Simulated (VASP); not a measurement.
# BP (F-43m) in VASP: further runs

Aim: see how the results for BP move with the level of theory and the settings. Levels: PBE, r2SCAN. Tasks: single point.

Program: VASP 6.6.1. These are calculated values, not measurements. Logs are shortened: lines on timing, memory, paths and dates and some standing lists are left out, and cuts for length are marked.

### Step 1. The cell of the first run

Symmetry: F-43m, No. 216, cubic system. The conventional cell has a = 4.537 Å, b = 4.537 Å, c = 4.537 Å, α = 90.00°, β = 90.00°, γ = 90.00°. B (site symmetry -43m) has 4 P at 1.96 Å within 2.6 Å. P (site symmetry -43m) has 4 B at 1.96 Å within 2.6 Å.

### Step 2. Single point, PBE

Contents of INCAR:

```
PREC = Accurate
ENCUT = 520
EDIFF = 1E-7
ISMEAR = 0
SIGMA = 0.01
LREAL = False
LASPH = True
NELM = 100
ALGO = Normal
ISIF = 2
LWAVE = False
LCHARG = True
GGA = PE
LELF = True
LVHAR = True
NBANDS = 11
```

Contents of KPOINTS:

```
regular mesh
0
Gamma
  10 10 10
```

Contents of POSCAR:

```
BP
1.0
    0.0000000000      2.2683155573      2.2683155573
    2.2683155573      0.0000000000      2.2683155573
    2.2683155573      2.2683155573      0.0000000000
B P
1 1
Direct
    0.0000000000      0.0000000000      0.0000000000
    0.2500000000      0.2500000000      0.2500000000
```

Potentials or basis: VASP PAW PBE potentials, release 64 (B, P).

Run with:

```console
cat potpaw_PBE.64/B/POTCAR potpaw_PBE.64/P/POTCAR > POTCAR
mpirun -np 1 vasp_std > vasp.out
```

OUTCAR:

```text
PREC = Accurate
   ENCUT = 520
   EDIFF = 1E-7
   ISMEAR = 0
   LREAL = False
   LASPH = True
   NELM = 100
   ISIF = 2
   GGA = PE

 ion  position               nearest neighbor table
   1  0.000  0.000  0.000-   2 1.96   2 1.96   2 1.96   2 1.96
   2  0.250  0.250  0.250-   1 1.96   1 1.96   1 1.96   1 1.96

  LATTYP: Found a face centered cubic cell.
 ALAT       =     4.5366311146

  Lattice vectors:

 A1 = (   0.0000000000,   2.2683155573,   2.2683155573)
 A2 = (   2.2683155573,   0.0000000000,   2.2683155573)
 A3 = (   2.2683155573,   2.2683155573,   0.0000000000)

Analysis of symmetry for initial positions (statically):
=====================================================================
 Subroutine PRICEL returns:
 Original cell was already a primitive cell.

 Routine SETGRP: Setting up the symmetry group for a
 face centered cubic supercell.

 Subroutine GETGRP returns: Found 24 space group operations
 (whereof 24 operations were pure point group operations)
 out of a pool of 48 trial point group operations.

The static configuration has the point symmetry T_d .

Analysis of symmetry for dynamics (positions and initial velocities):
=====================================================================
 Subroutine PRICEL returns:
 Original cell was already a primitive cell.

 Routine SETGRP: Setting up the symmetry group for a
 face centered cubic supercell.

 Subroutine GETGRP returns: Found 24 space group operations
 (whereof 24 operations were pure point group operations)
 out of a pool of 48 trial point group operations.

The dynamic configuration has the point symmetry T_d .

 Subroutine INISYM returns: Found 24 space group operations
 (whereof 24 operations are pure point group operations),
 and found     1 'primitive' translations

----------------------------------------------------------------------------------------

                                     Primitive cell

  volume of cell :      23.3421

  direct lattice vectors                    reciprocal lattice vectors
     0.000000000  2.268315557  2.268315557    -0.220427885  0.220427885  0.220427885
     2.268315557  0.000000000  2.268315557     0.220427885 -0.220427885  0.220427885
     2.268315557  2.268315557  0.000000000     0.220427885  0.220427885 -0.220427885

  length of vectors
     3.207882625  3.207882625  3.207882625     0.381792296  0.381792296  0.381792296

  position of ions in fractional coordinates (direct lattice)
     0.000000000  0.000000000  0.000000000
     0.250000000  0.250000000  0.250000000

  ion indices of the primitive-cell ions
   primitive index   ion index
                 1           1
                 2           2

----------------------------------------------------------------------------------------

 KPOINTS: regular mesh

Automatic generation of k-mesh.
 Grid dimensions read from file:
 generate k-points for:   10   10   10

 Generating k-lattice:

  Cartesian coordinates                     Fractional coordinates (reciprocal lattice)
    -0.022042788  0.022042788  0.022042788     0.100000000  0.000000000  0.000000000
     0.022042788 -0.022042788  0.022042788     0.000000000  0.100000000  0.000000000
     0.022042788  0.022042788 -0.022042788     0.000000000  0.000000000  0.100000000

  Length of vectors
     0.038179230  0.038179230  0.038179230

  Shift w.r.t. Gamma in fractional coordinates (k-lattice)
     0.000000000  0.000000000  0.000000000

 Subroutine IBZKPT returns following result:
 ===========================================

 Found     47 irreducible k-points:

 Following reciprocal coordinates:
            Coordinates               Weight
  0.000000  0.000000  0.000000      1.000000
  0.100000  0.000000  0.000000      8.000000
  0.200000  0.000000  0.000000      8.000000
  0.300000  0.000000  0.000000      8.000000
  0.400000  0.000000  0.000000      8.000000
  0.500000  0.000000  0.000000      4.000000
[... 16 lines left out ...]
  0.300000  0.300000  0.000000      6.000000
  0.400000  0.300000  0.000000     24.000000
 [... further k-points ...]
   k-points           NKPTS =     47   k-points in BZ     NKDIM =     47   number of bands    NBANDS=     11
   number of dos      NEDOS =    301   number of ions     NIONS =      2
   total plane-waves  NPLWV =  13824
   dimension x,y,z NGX =    24 NGY =   24 NGZ =   24
   dimension x,y,z NGXF=    48 NGYF=   48 NGZF=   48
   ions per type =               1   1
   NGX,Y,Z   is equivalent  to a cutoff of  12.44, 12.44, 12.44 a.u.
   NGXF,Y,Z  is equivalent  to a cutoff of  24.88, 24.88, 24.88 a.u.
 SYSTEM =  unknown system
   PREC   = accura    normal or accurate (medium, high low for compatibility)
   ISTART =      0    job   : 0-new  1-cont  2-samecut
   ICHARG =      2    charge: 1-file 2-atom 10-const
   ISPIN  =      1    spin polarized calculation?
   LNONCOLLINEAR =      F non collinear calculations
   LSORBIT =      F    spin-orbit coupling
[... 62 lines left out ...]
      3       7.4436      2.00000
      4       7.4436      2.00000
      5      10.8456      0.00000
      6      10.8456      0.00000
      7      10.8456      0.00000
      8      14.8316      0.00000
      9      18.9626      0.00000
     10      19.5748      0.00000
     11      19.5748      0.00000

 k-point     2 :       0.1000    0.0000    0.0000
  band No.  band energies     occupation
      1      -7.8446      2.00000
      2       6.1409      2.00000
      3       7.1485      2.00000
      4       7.1485      2.00000
      5      11.2541      0.00000
      6      11.2541      0.00000
      7      11.2832      0.00000
      8      15.3517      0.00000
      9      18.8902      0.00000
     10      18.8902      0.00000
     11      19.5318      0.00000

 k-point     3 :       0.2000    0.0000    0.0000
  band No.  band energies     occupation
      1      -7.3106      2.00000
      2       3.7979      2.00000
      3       6.5890      2.00000
      4       6.5890      2.00000
      5      11.4825      0.00000
      6      11.9742      0.00000
      7      11.9742      0.00000
      8      16.5221      0.00000
      9      18.2890      0.00000
     10      18.2890      0.00000
     11      20.3922      0.00000

 k-point     4 :       0.3000    0.0000    0.0000
  band No.  band energies     occupation
      1      -6.4528      2.00000
      2       1.4370      2.00000
      3       6.0997      2.00000
      4       6.0997      2.00000
      5      11.3897      0.00000
      6      12.3031      0.00000
      7      12.3031      0.00000
      8      17.4292      0.00000
      9      18.8669      0.00000
     10      18.8669      0.00000
     11      20.6564      0.00000

 k-point     5 :       0.4000    0.0000    0.0000
  band No.  band energies     occupation
      1      -5.3845      2.00000
      2      -0.5850      2.00000
      3       5.7896      2.00000
      4       5.7896      2.00000
      5      11.2751      0.00000
      6      12.2332      0.00000
      7      12.2332      0.00000
      8      17.6115      0.00000
      9      20.5607      0.00000
     10      20.5607      0.00000
     11      21.5526      0.00000
[... 211 lines left out ...]
 k-point    21 :      -0.3000    0.2000    0.0000
  band No.  band energies     occupation
      1      -5.1608      2.00000
      2       0.4578      2.00000
      3       2.7810      2.00000
      4       5.5229      2.00000
      5      11.3395      0.00000
      6      13.5804      0.00000
      7      14.3648      0.00000
      8      16.7907      0.00000
      9      17.8265      0.00000
     10      20.1246      0.00000
     11      24.4327      0.00000

 k-point    22 :      -0.2000    0.2000    0.0000
  band No.  band energies     occupation
      1      -6.1611      2.00000
      2       2.1925      2.00000
      3       3.2682      2.00000
      4       6.1991      2.00000
      5      11.9207      0.00000
      6      12.7624      0.00000
      7      13.8347      0.00000
      8      15.7892      0.00000
      9      16.9466      0.00000
     10      21.0676      0.00000
     11      23.2605      0.00000

 k-point    23 :       0.3000    0.3000    0.0000
  band No.  band energies     occupation
      1      -5.9087      2.00000
      2       2.6102      2.00000
      3       4.2202      2.00000
      4       4.2202      2.00000
      5       8.9672      0.00000
      6      11.3535      0.00000
      7      16.3145      0.00000
      8      16.3145      0.00000
      9      20.5151      0.00000
     10      21.8322      0.00000
     11      23.9951      0.00000

 k-point    24 :       0.4000    0.3000    0.0000
  band No.  band energies     occupation
      1      -5.0830      2.00000
      2       1.2815      2.00000
      3       3.3917      2.00000
      4       3.9254      2.00000
      5       9.2544      0.00000
      6      11.0666      0.00000
      7      16.9296      0.00000
      8      16.9369      0.00000
      9      21.4551      0.00000
     10      22.7106      0.00000
     11      24.5150      0.00000

 [... further k-points ...]

------------------------ aborting loop because EDIFF is reached ----------------------------------------

  FORCE on cell =-STRESS in cart. coord.  units (eV):
  Direction    XX          YY          ZZ          XY          YZ          ZX
  --------------------------------------------------------------------------------------
  -------------------------------------------------------------------------------------
  Total        0.1527840      0.1527840      0.1527840     -0.0000000     -0.0000000      0.0000000
  in kB       10.4869245     10.4869245     10.4869245     -0.0000000     -0.0000000      0.0000000
  external PRESSURE =      10.4869245 kB  Pullay stress =       0.0000000 kB

 VOLUME and BASIS-vectors are now :
 -----------------------------------------------------------------------------
  energy-cutoff  :      520.00
  volume of cell :       23.34
      direct lattice vectors                 reciprocal lattice vectors
     0.000000000  2.268315557  2.268315557    -0.220427885  0.220427885  0.220427885
     2.268315557  0.000000000  2.268315557     0.220427885 -0.220427885  0.220427885
     2.268315557  2.268315557  0.000000000     0.220427885  0.220427885 -0.220427885

 POSITION                                       TOTAL-FORCE (eV/Angst)
 -----------------------------------------------------------------------------------
      0.00000      0.00000      0.00000        -0.000000     -0.000000     -0.000000
      1.13416      1.13416      1.13416         0.000000      0.000000      0.000000
 -----------------------------------------------------------------------------------
    total drift:                                0.000000      0.000000      0.000000

  FREE ENERGIE OF THE ION-ELECTRON SYSTEM (eV)
  ---------------------------------------------------
  free  energy   TOTEN  =       -12.9303475268 eV

  energy  without entropy=      -12.9303475268  energy(sigma->0) =      -12.93034753
```

It took 29 s on 1 thread of Intel Xeon 6975P-C, shared host; peak memory 0.11 GiB.

What came out:

| Item | Value |
| --- | --- |
| Free energy | -12.9303 eV |
| Pressure | 1.0 GPa |
| Band gap on the k mesh | 1.24 eV, indirect (least direct gap 3.40 eV) |

A k mesh can miss the band edges. As with any semilocal functional, this PBE gap is likely too small.

### Step 3. Single point, r2SCAN (volume changed by -6%)

Contents of POSCAR:

```
BP
1.0
    0.0000000000      2.2220104101      2.2220104101
    2.2220104101      0.0000000000      2.2220104101
    2.2220104101      2.2220104101      0.0000000000
B P
1 1
Direct
    0.0000000000      0.0000000000      0.0000000000
    0.2500000000      0.2500000000      0.2500000000
```

Contents of INCAR.step1:

```
  PREC = Accurate
  ENCUT = 520
  ISMEAR = 0
  SIGMA = 0.01
  LREAL = F
  LASPH = T
  NELM = 60
  NBANDS = 11
  GGA = PE
  ALGO = Normal
  EDIFF = 1E-4
  LWAVE = T
  LCHARG = F
```

Contents of INCAR.step2:

```
  PREC = Accurate
  ENCUT = 520
  EDIFF = 1E-6
  ISMEAR = 0
  SIGMA = 0.01
  LREAL = F
  LASPH = T
  NELM = 60
  ALGO = Normal
  ISIF = 2
  LWAVE = F
  LCHARG = F
  METAGGA = R2SCAN
  LMIXTAU = T
  NBANDS = 11
  ISTART = 1
```

Contents of KPOINTS:

```
Automatic mesh
0
Gamma
  8 8 8
```

Potentials or basis: VASP PAW PBE potentials, release 64 (B, P).

Run with:

```console
cat potpaw_PBE.64/B/POTCAR potpaw_PBE.64/P/POTCAR > POTCAR
cp INCAR.step1 INCAR
mpirun -np 1 vasp_std > vasp.out
cp INCAR.step2 INCAR
mpirun -np 1 vasp_std > vasp.out
```

Wall time 63 s (1 thread of Intel Xeon 6975P-C, shared host); peak memory 0.11 GiB.

It converged, with:

| Quantity | Value |
| --- | --- |
| Free energy | -17.2643 eV |
| Pressure | 11.2 GPa |
| Band gap on the k mesh | 1.40 eV, indirect (least direct gap 3.74 eV) |

Levels at points of the mesh, in eV from the valence-band top:
```
           k point  band 2  band 3  band 4  band 5  band 6  band 7
(0.00, 0.00, 0.00)    0.00    0.00    0.00    3.74    3.74    3.74
(0.50, 0.00, 0.00)   -9.97   -1.94   -1.94    4.54    5.07    5.07
(0.50, 0.50, 0.00)   -9.47   -4.58   -4.58    1.41    1.86   13.69
```

Caveat: the PAW data sets were made with another functional, which shifts forces and pressure a little. A k mesh can miss the band edges.

### Step 4. Single point, r2SCAN (volume changed by -3%)

Contents of POSCAR:

```
BP
1.0
    0.0000000000      2.2454017123      2.2454017123
    2.2454017123      0.0000000000      2.2454017123
    2.2454017123      2.2454017123      0.0000000000
B P
1 1
Direct
    0.0000000000      0.0000000000      0.0000000000
    0.2500000000      0.2500000000      0.2500000000
```

Contents of INCAR.step1:

```
SYSTEM = BP
PREC     = Accurate       ! precision mode
ENCUT    = 520            ! plane-wave cutoff, eV
ISMEAR   = 0              ! smearing method
SIGMA    = 0.01           ! smearing width, eV
LREAL    = .FALSE.        ! projectors in reciprocal space
LASPH    = .TRUE.         ! aspherical terms in the spheres
NELM     = 60             ! most SCF steps
NBANDS   = 11             ! bands
GGA      = PE             ! functional
ALGO     = Normal         ! electronic algorithm
EDIFF    = 1E-4           ! SCF threshold, eV
LWAVE    = .TRUE.         ! write WAVECAR
LCHARG   = .FALSE.        ! write CHGCAR
```

Contents of INCAR.step2:

```
SYSTEM = BP
PREC     = Accurate       ! precision mode
ENCUT    = 520            ! plane-wave cutoff, eV
EDIFF    = 1E-7           ! SCF threshold, eV
ISMEAR   = 0              ! smearing method
SIGMA    = 0.01           ! smearing width, eV
LREAL    = .FALSE.        ! projectors in reciprocal space
LASPH    = .TRUE.         ! aspherical terms in the spheres
NELM     = 60             ! most SCF steps
ALGO     = Normal         ! electronic algorithm
ISIF     = 2              ! what is computed and relaxed
LWAVE    = .FALSE.        ! write WAVECAR
LCHARG   = .FALSE.        ! write CHGCAR
METAGGA  = R2SCAN         ! meta-GGA
LMIXTAU  = .TRUE.       
NBANDS   = 11             ! bands
ISTART   = 1
```

Contents of KPOINTS:

```
regular mesh
0
G
  8 8 8
  0 0 0
```

Run with:

```console
cat potpaw_PBE.64/B/POTCAR potpaw_PBE.64/P/POTCAR > POTCAR
cp INCAR.step1 INCAR
mpirun -np 1 vasp_std > vasp.out
cp INCAR.step2 INCAR
mpirun -np 1 vasp_std > vasp.out
```

It took 81 s on 1 thread of Intel Xeon 6975P-C, shared host; peak memory 0.11 GiB.

Results (log left out):

| Property | Result |
| --- | --- |
| Free energy | -17.2997 eV |
| Pressure | 4.9 GPa |
| Band gap on the k mesh | 1.44 eV, indirect (least direct gap 3.69 eV) |

Levels at points of the mesh, in eV from the valence-band top:
```
           k point  band 1  band 2  band 3  band 4  band 5  band 6  band 7  band 8  band 9
(0.00, 0.00, 0.00)  -16.55    0.00    0.00    0.00    3.69    3.69    3.69    8.52   12.65
(0.50, 0.00, 0.00)  -12.94   -9.73   -1.90   -1.90    4.34    5.05    5.05   11.04   15.70
(0.50, 0.50, 0.00)  -11.22   -9.30   -4.46   -4.46    1.48    1.88   13.37   13.37   16.81
```

Caveat: the PAW data sets were made with another functional, which shifts forces and pressure a little. A k mesh can miss the band edges.

### Step 5. Single point, r2SCAN

Contents of POSCAR:

```
BP
1.0
    0.0000000000      2.2683155573      2.2683155573
    2.2683155573      0.0000000000      2.2683155573
    2.2683155573      2.2683155573      0.0000000000
B P
1 1
Direct
    0.0000000000      0.0000000000      0.0000000000
    0.2500000000      0.2500000000      0.2500000000
```

Contents of INCAR.step1:

```
SYSTEM = BP
PREC = Accurate ; ENCUT = 520
ISMEAR = 0 ; SIGMA = 0.01
LREAL = .FALSE. ; LASPH = .TRUE.
NELM = 100 ; NBANDS = 11
GGA = PE ; ALGO = Normal
EDIFF = 1E-4 ; LWAVE = .TRUE.
LCHARG = .FALSE.
```

Contents of INCAR.step2:

```
SYSTEM = BP
PREC = Accurate ; ENCUT = 520
EDIFF = 1E-6 ; ISMEAR = 0
SIGMA = 0.01 ; LREAL = .FALSE.
LASPH = .TRUE. ; NELM = 100
ALGO = Normal ; ISIF = 2
LWAVE = .FALSE. ; LCHARG = .FALSE.
METAGGA = R2SCAN ; LMIXTAU = .TRUE.
NBANDS = 11 ; ISTART = 1
```

KPOINTS is that of step 4.

Run with:

```console
cat potpaw_PBE.64/B/POTCAR potpaw_PBE.64/P/POTCAR > POTCAR
cp INCAR.step1 INCAR
mpirun -np 1 vasp_std > vasp.out
cp INCAR.step2 INCAR
mpirun -np 1 vasp_std > vasp.out
```

Wall time 68 s (1 thread of Intel Xeon 6975P-C, shared host); peak memory 0.11 GiB.

Results (log left out):

```yaml
Free_energy: -17.3095 eV
Pressure: -0.5 GPa
Band_gap_on_the_k_mesh: 1.48 eV, indirect (least direct gap 3.64 eV)
```

Levels at points of the mesh, in eV from the valence-band top:
| k point | band 1 | band 2 | band 3 | band 4 | band 5 | band 6 | band 7 | band 8 |
| --- | --- | --- | --- | --- | --- | --- | --- | --- |
| (0.00, 0.00, 0.00) | -16.27 | 0.00 | 0.00 | 0.00 | 3.64 | 3.64 | 3.64 | 8.03 |
| (0.50, 0.00, 0.00) | -12.77 | -9.51 | -1.87 | -1.87 | 4.14 | 5.03 | 5.03 | 10.92 |
| (0.50, 0.50, 0.00) | -11.10 | -9.13 | -4.35 | -4.35 | 1.54 | 1.91 | 13.07 | 13.07 |

Caveat: the PAW data sets were made with another functional, which shifts forces and pressure a little. r2SCAN opens gaps a little over a GGA but as a rule still falls short of measured ones.

### Step 6. Overview

| level | cell | k mesh | gap on the mesh (eV) | pressure (GPa) |
| --- | --- | --- | --- | --- |
| PBE | a = 3.208 Å, angles 60.0°, 2 atoms | 10 × 10 × 10 | 1.24 | 1.0 |
| r2SCAN | a = 3.142 Å, angles 60.0°, 2 atoms | 8 × 8 × 8 | 1.40 | 11.2 |
| r2SCAN | a = 3.175 Å, angles 60.0°, 2 atoms | 8 × 8 × 8 | 1.44 | 4.9 |
| r2SCAN | a = 3.208 Å, angles 60.0°, 2 atoms | 8 × 8 × 8 | 1.48 | -0.5 |

Alike in all rows: task single point; potentials or basis VASP PAW PBE potentials, release 64 (B, P); no spin polarisation; cutoff (eV) 520; smearing gaussian 0.01 eV.

Caveats: the PAW data sets were made with another functional, which shifts forces and pressure a little (some runs).

Total energies depend on the potentials used, so only differences within one code and one set of settings carry meaning.
